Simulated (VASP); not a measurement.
# SrO in VASP: further runs

SrO is run at these levels: LDA; tasks: single point.

All numbers are computed with VASP 6.6.1; they aren't measurements. Logs are shortened: lines on timing, memory, paths and dates and some standing lists are left out, and cuts for length are marked.

### Step 1. The cell of the first run

It takes space group Fm-3m (No. 225, cubic). The conventional cell has a = 5.133 Å, b = 5.133 Å, c = 5.133 Å, α = 90.00°, β = 90.00°, γ = 90.00°. Within 3.4 Å of Sr (site symmetry m-3m) lie 6 O at 2.57 Å. Within 3.4 Å of O (site symmetry m-3m) lie 6 Sr at 2.57 Å.

### Step 2. Single point, LDA

File INCAR:

```
PREC = Accurate
ENCUT = 600
EDIFF = 1E-6
ISMEAR = -1
SIGMA = 0.05
LREAL = F
LASPH = T
NELM = 120
ALGO = Normal
ISIF = 2
LWAVE = F
LCHARG = F
NBANDS = 15
GGA_COMPAT = F
```

File KPOINTS:

```
Automatic mesh
0
Gamma
  6 6 6
```

File POSCAR:

```
SrO
1.0
    0.0000000000      2.5663000000      2.5663000000
    2.5663000000      0.0000000000      2.5663000000
    2.5663000000      2.5663000000      0.0000000000
Sr O
1 1
Direct
    0.5000000000      0.5000000000      0.5000000000
    0.0000000000      0.0000000000      0.0000000000
```

Potentials or basis: VASP PAW LDA potentials, release 64 (Sr_sv, O).

Launch:

```bash
$ cat potpaw_LDA.64/Sr_sv/POTCAR potpaw_LDA.64/O/POTCAR > POTCAR
$ mpirun -np 1 vasp_std > vasp.out
```

OUTCAR:

```text
PREC = Accurate
   ENCUT = 600
   EDIFF = 1E-6
   ISMEAR = -1
   LREAL = F
   LASPH = T
   NELM = 120
   ISIF = 2

 ion  position               nearest neighbor table
   1  0.500  0.500  0.500-   2 2.57   2 2.57   2 2.57   2 2.57   2 2.57   2 2.57
   2  0.000  0.000  0.000-   1 2.57   1 2.57   1 2.57   1 2.57   1 2.57   1 2.57

  LATTYP: Found a face centered cubic cell.
 ALAT       =     5.1326000000

  Lattice vectors:

 A1 = (   0.0000000000,   2.5663000000,   2.5663000000)
 A2 = (   2.5663000000,   0.0000000000,   2.5663000000)
 A3 = (   2.5663000000,   2.5663000000,   0.0000000000)

Analysis of symmetry for initial positions (statically):
=====================================================================
 Subroutine PRICEL returns:
 Original cell was already a primitive cell.

 Routine SETGRP: Setting up the symmetry group for a
 face centered cubic supercell.

 Subroutine GETGRP returns: Found 48 space group operations
 (whereof 48 operations were pure point group operations)
 out of a pool of 48 trial point group operations.

The static configuration has the point symmetry O_h .

Analysis of symmetry for dynamics (positions and initial velocities):
=====================================================================
 Subroutine PRICEL returns:
 Original cell was already a primitive cell.

 Routine SETGRP: Setting up the symmetry group for a
 face centered cubic supercell.

 Subroutine GETGRP returns: Found 48 space group operations
 (whereof 48 operations were pure point group operations)
 out of a pool of 48 trial point group operations.

The dynamic configuration has the point symmetry O_h .

 Subroutine INISYM returns: Found 48 space group operations
 (whereof 48 operations are pure point group operations),
 and found     1 'primitive' translations

----------------------------------------------------------------------------------------

                                     Primitive cell

  volume of cell :      33.8028

  direct lattice vectors                    reciprocal lattice vectors
     0.000000000  2.566300000  2.566300000    -0.194833028  0.194833028  0.194833028
     2.566300000  0.000000000  2.566300000     0.194833028 -0.194833028  0.194833028
     2.566300000  2.566300000  0.000000000     0.194833028  0.194833028 -0.194833028

  length of vectors
     3.629296265  3.629296265  3.629296265     0.337460704  0.337460704  0.337460704

  position of ions in fractional coordinates (direct lattice)
     0.500000000  0.500000000  0.500000000
     0.000000000  0.000000000  0.000000000

  ion indices of the primitive-cell ions
   primitive index   ion index
                 1           1
                 2           2

----------------------------------------------------------------------------------------

 KPOINTS: Automatic mesh

Automatic generation of k-mesh.
 Grid dimensions read from file:
 generate k-points for:    6    6    6

 Generating k-lattice:

  Cartesian coordinates                     Fractional coordinates (reciprocal lattice)
    -0.032472171  0.032472171  0.032472171     0.166666667  0.000000000  0.000000000
     0.032472171 -0.032472171  0.032472171     0.000000000  0.166666667  0.000000000
     0.032472171  0.032472171 -0.032472171     0.000000000  0.000000000  0.166666667

  Length of vectors
     0.056243451  0.056243451  0.056243451

  Shift w.r.t. Gamma in fractional coordinates (k-lattice)
     0.000000000  0.000000000  0.000000000

 Subroutine IBZKPT returns following result:
 ===========================================

 Found     16 irreducible k-points:

 Following reciprocal coordinates:
            Coordinates               Weight
  0.000000  0.000000  0.000000      1.000000
  0.166667  0.000000  0.000000      8.000000
  0.333333  0.000000  0.000000      8.000000
  0.500000  0.000000  0.000000      4.000000
  0.166667  0.166667  0.000000      6.000000
  0.333333  0.166667  0.000000     24.000000
[... 8 lines left out ...]
 -0.333333  0.333333  0.166667     24.000000
 -0.333333  0.500000  0.166667     12.000000
   k-points           NKPTS =     16   k-points in BZ     NKDIM =     16   number of bands    NBANDS=     15
   number of dos      NEDOS =    301   number of ions     NIONS =      2
   total plane-waves  NPLWV =  27000
   dimension x,y,z NGX =    30 NGY =   30 NGZ =   30
   dimension x,y,z NGXF=    60 NGYF=   60 NGZF=   60
   ions per type =               1   1
   NGX,Y,Z   is equivalent  to a cutoff of  13.74, 13.74, 13.74 a.u.
   NGXF,Y,Z  is equivalent  to a cutoff of  27.48, 27.48, 27.48 a.u.
 SYSTEM =  unknown system
   PREC   = accura    normal or accurate (medium, high low for compatibility)
   ISTART =      0    job   : 0-new  1-cont  2-samecut
   ICHARG =      2    charge: 1-file 2-atom 10-const
   ISPIN  =      1    spin polarized calculation?
   LNONCOLLINEAR =      F non collinear calculations
   LSORBIT =      F    spin-orbit coupling
   LASPH  =      T    aspherical Exc in radial PAW
   ENCUT  =  600.0 eV  44.10 Ry    6.64 a.u.   7.25  7.25  7.25*2*pi/ulx,y,z
   NELM   =    120;   NELMIN=  2; NELMDL= -5     # of ELM steps
   EDIFF  = 0.1E-05   stopping-criterion for ELM
   LREAL  =      F    real-space projection
   EDIFFG = 0.1E-04   stopping-criterion for IOM
   NSW    =      0    number of steps for IOM
   IBRION =     -1    ionic relax: 0-MD 1-quasi-New 2-CG
   NFREE  =      0    steps in history (QN), initial steepest desc. (CG)
   ISIF   =      2    stress and relaxation
   ISYM   =      2    0-nonsym 1-usesym 2-fastsym
   POTIM  = 0.5000    time-step for ionic-motion
   TEBEG  =    0.0;   TEEND  =   0.0 temperature during run
   PSTRESS=    0.0 pullay stress
   NELECT =      16.0000    total number of electrons
   NUPDOWN=      -1.0000    fix difference up-down
   EMIN   =  10.00;   EMAX   =-10.00  energy-range for DOS
   EFERMI =   0.00;   METHOD = LEGACY
   ISMEAR =    -1;   SIGMA  =   0.05  broadening in eV -4-tet -1-fermi 0-gaus
   EFERMI_NEDOS =   21; number of points for ismear=-14 and -15
   IALGO  =     38    algorithm
   IMIX   =      4    mixing-type and parameters
     AMIX     =   0.40;   BMIX     =  1.00
     AMIX_MAG =   1.60;   BMIX_MAG =  1.00
  volume/ion in A,a.u.               =      16.90       114.06
  Fermi-wavevector in a.u.,A,eV,Ry     =   1.275843  2.410995 22.147245  1.627777
  Thomas-Fermi vector in A             =   2.408533
   LORBIT       =      0    0 simple, 1 ext, 2 COOP (PROOUT), +10 PAW based schemes
   GGA     = CA    functional components
   LHFCALC =     F    Hartree Fock is set to
   AEXX    =    0.0000 exact exchange contribution
   IVDW    =     0    specifies the selected vdW correction
   LEPSILON=     F    determine dielectric tensor
   LRPA    =     F    only Hartree local field effects (RPA)
 non-spin polarized calculation
  energy-cutoff  :      600.00
  volume of cell :       33.80
 maximum number of plane-waves:      1158
 NGX is ok and might be reduce to    30
   NGX = 15   NGY = 15   NGZ = 15

 number of electron      15.9999997 magnetization

 Free energy of the ion-electron system (eV)
  ---------------------------------------------------
  ext. energy  EPLUGINS =         0.00000000
  ---------------------------------------------------
  free energy    TOTEN  =       -13.37939447 eV

  energy without entropy =      -13.37939447  energy(sigma->0) =      -13.37939447

 E-fermi :   2.4981     XC(G=0): -10.5530

 val. band max:        1.3687222439   @ k =   0.0000   0.0000   0.0000
 cond. band min:       4.4650093232   @ k =   0.5000   0.5000   0.0000
 fundamental gap:      3.0962870793
 Fermi energy:         2.4981175434

 k-point     1 :       0.0000    0.0000    0.0000
  band No.  band energies     occupation
      1     -30.6964      2.00000
      2     -13.3979      2.00000
      3     -12.4169      2.00000
      4     -12.4169      2.00000
      5     -12.4169      2.00000
      6       1.3687      2.00000
      7       1.3687      2.00000
      8       1.3687      2.00000
      9       5.2088      0.00000
     10       7.4854      0.00000
     11       7.4854      0.00000
     12       7.4854      0.00000
     13       9.7221      0.00000
     14       9.7221      0.00000
     15      13.8367      0.00000

 k-point     2 :       0.1667    0.0000    0.0000
  band No.  band energies     occupation
      1     -30.6599      2.00000
      2     -14.0207      2.00000
      3     -12.4390      2.00000
      4     -12.4390      2.00000
      5     -11.8805      2.00000
      6       0.6130      2.00000
      7       1.0293      2.00000
      8       1.0293      2.00000
      9       6.3808      0.00000
     10       7.2714      0.00000
     11       8.0320      0.00000
     12       8.0320      0.00000
     13      10.4360      0.00000
     14      10.4360      0.00000
     15      15.5460      0.00000

 k-point     3 :       0.3333    0.0000    0.0000
  band No.  band energies     occupation
      1     -30.5855      2.00000
      2     -14.7533      2.00000
      3     -12.4822      2.00000
      4     -12.4822      2.00000
      5     -11.3215      2.00000
      6      -0.4507      2.00000
      7       0.4509      2.00000
      8       0.4509      2.00000
      9       7.4625      0.00000
     10       8.5229      0.00000
     11       9.3620      0.00000
     12       9.3620      0.00000
     13      12.0364      0.00000
     14      12.0364      0.00000
     15      17.1960      0.00000

 k-point     4 :       0.5000    0.0000    0.0000
  band No.  band energies     occupation
      1     -30.5476      2.00000
      2     -15.0407      2.00000
      3     -12.5034      2.00000
      4     -12.5034      2.00000
      5     -11.1209      2.00000
      6      -0.8857      2.00000
      7       0.1974      2.00000
      8       0.1974      2.00000
      9       7.8392      0.00000
     10       9.6826      0.00000
     11      10.2037      0.00000
     12      10.2037      0.00000
     13      13.3779      0.00000
     14      13.3779      0.00000
     15      16.1176      0.00000
[... 163 lines left out ...]
 k-point    14 :       0.5000    0.3333    0.1667
  band No.  band energies     occupation
      1     -30.5385      2.00000
      2     -14.4921      2.00000
      3     -12.8634      2.00000
      4     -12.6811      2.00000
      5     -11.6797      2.00000
      6      -0.0100      2.00000
      7       0.5203      2.00000
      8       1.0035      2.00000
      9       6.2937      0.00000
     10       8.5061      0.00000
     11      10.1709      0.00000
     12      10.7969      0.00000
     13      12.2169      0.00000
     14      13.4692      0.00000
     15      15.5565      0.00000

 k-point    15 :      -0.3333    0.3333    0.1667
  band No.  band energies     occupation
      1     -30.5140      2.00000
      2     -14.4785      2.00000
      3     -12.9870      2.00000
      4     -12.8273      2.00000
      5     -11.6498      2.00000
      6      -0.0040      2.00000
      7       0.6851      2.00000
      8       0.7511      2.00000
      9       7.4748      0.00000
     10       7.5959      0.00000
     11      10.3788      0.00000
     12      11.4944      0.00000
     13      12.8902      0.00000
     14      14.1879      0.00000
     15      15.0458      0.00000

 k-point    16 :      -0.3333    0.5000    0.1667
  band No.  band energies     occupation
      1     -30.5032      2.00000
      2     -14.0208      2.00000
      3     -13.2914      2.00000
      4     -12.9748      2.00000
      5     -11.9581      2.00000
      6       0.4589      2.00000
      7       0.9162      2.00000
      8       1.0298      2.00000
      9       5.8808      0.00000
     10       8.8620      0.00000
     11       9.8509      0.00000
     12      12.4301      0.00000
     13      12.5716      0.00000
     14      14.1705      0.00000
     15      14.8303      0.00000

------------------------ aborting loop because EDIFF is reached ----------------------------------------

  FORCE on cell =-STRESS in cart. coord.  units (eV):
  Direction    XX          YY          ZZ          XY          YZ          ZX
  --------------------------------------------------------------------------------------
  -------------------------------------------------------------------------------------
  Total       -0.6826545     -0.6826545     -0.6826545      0.0000000      0.0000000     -0.0000000
  in kB      -32.3563317    -32.3563317    -32.3563317      0.0000000      0.0000000     -0.0000000
  external PRESSURE =     -32.3563317 kB  Pullay stress =       0.0000000 kB

 VOLUME and BASIS-vectors are now :
 -----------------------------------------------------------------------------
  energy-cutoff  :      600.00
  volume of cell :       33.80
      direct lattice vectors                 reciprocal lattice vectors
     0.000000000  2.566300000  2.566300000    -0.194833028  0.194833028  0.194833028
     2.566300000  0.000000000  2.566300000     0.194833028 -0.194833028  0.194833028
     2.566300000  2.566300000  0.000000000     0.194833028  0.194833028 -0.194833028

 POSITION                                       TOTAL-FORCE (eV/Angst)
 -----------------------------------------------------------------------------------
      2.56630      2.56630      2.56630         0.000000      0.000000     -0.000000
      0.00000      0.00000      0.00000         0.000000      0.000000      0.000000
 -----------------------------------------------------------------------------------
    total drift:                               -0.000000      0.000000      0.000000

  FREE ENERGIE OF THE ION-ELECTRON SYSTEM (eV)
  ---------------------------------------------------
  free  energy   TOTEN  =       -13.3793944654 eV

  energy  without entropy=      -13.3793944654  energy(sigma->0) =      -13.37939447
```

Wall time 12 s (1 thread of Intel Xeon 6975P-C (Granite Rapids), shared host); peak memory 0.15 GiB.

What came out:

```
Free energy            : -13.3794 eV
Pressure               : -3.2 GPa
Band gap on the k mesh : 3.10 eV (least direct gap 3.18 eV)
```

Caveat: the cell stands under tension. A k mesh can miss the band edges.

### Step 3. Single point, LDA

INCAR is that of step 2.

File KPOINTS:

```
regular mesh
0
Gamma
  6 6 6
```

File POSCAR:

```
SrO
1.0
    0.0000000000      2.5836403909      2.5319675831
    2.5836403909      0.0000000000      2.5319675831
    2.5836403909      2.5836403909      0.0000000000
Sr O
1 1
Direct
    0.5000000000      0.5000000000      0.5000000000
    0.0000000000      0.0000000000      0.0000000000
```

Potentials or basis: VASP PAW LDA potentials, release 64 (Sr_sv, O).

Launch:

```bash
$ cat potpaw_LDA.64/Sr_sv/POTCAR potpaw_LDA.64/O/POTCAR > POTCAR
$ mpirun -np 1 vasp_std > vasp.out
```

Run time: 21 s. Hardware: 1 thread of Intel Xeon 6975P-C (Granite Rapids), shared host; peak memory 0.16 GiB.

The run converged. Its results:

- Free energy: -13.3755 eV
- Pressure: -3.1 GPa
- Band gap on the k mesh: 2.99 eV (least direct gap 3.14 eV)

Stress tensor (GPa, compression positive):
```
-4.07  0.00  0.00
 0.00 -4.07  0.00
 0.00  0.00 -1.29
```

Levels at points of the mesh, in eV from the valence-band top:
| k point | band 4 | band 5 | band 6 | band 7 | band 8 | band 9 | band 10 | band 11 | band 12 | band 13 |
| --- | --- | --- | --- | --- | --- | --- | --- | --- | --- | --- |
| (0.00, 0.00, 0.00) | -13.84 | -13.83 | -0.08 | -0.08 | 0.00 | 3.78 | 6.01 | 6.01 | 6.17 | 8.16 |
| (0.50, 0.00, 0.00) | -13.91 | -12.53 | -2.31 | -1.23 | -1.23 | 6.41 | 8.26 | 8.76 | 8.80 | 11.86 |
| (0.50, 0.50, 0.00) | -14.26 | -14.26 | -0.38 | -0.16 | -0.16 | 2.99 | 7.75 | 10.16 | 10.22 | 11.14 |
| (0.50, 0.00, 0.50) | -14.23 | -14.20 | -0.51 | -0.17 | -0.07 | 3.07 | 7.73 | 10.14 | 10.18 | 11.01 |

Caveat: the cell stands under tension.
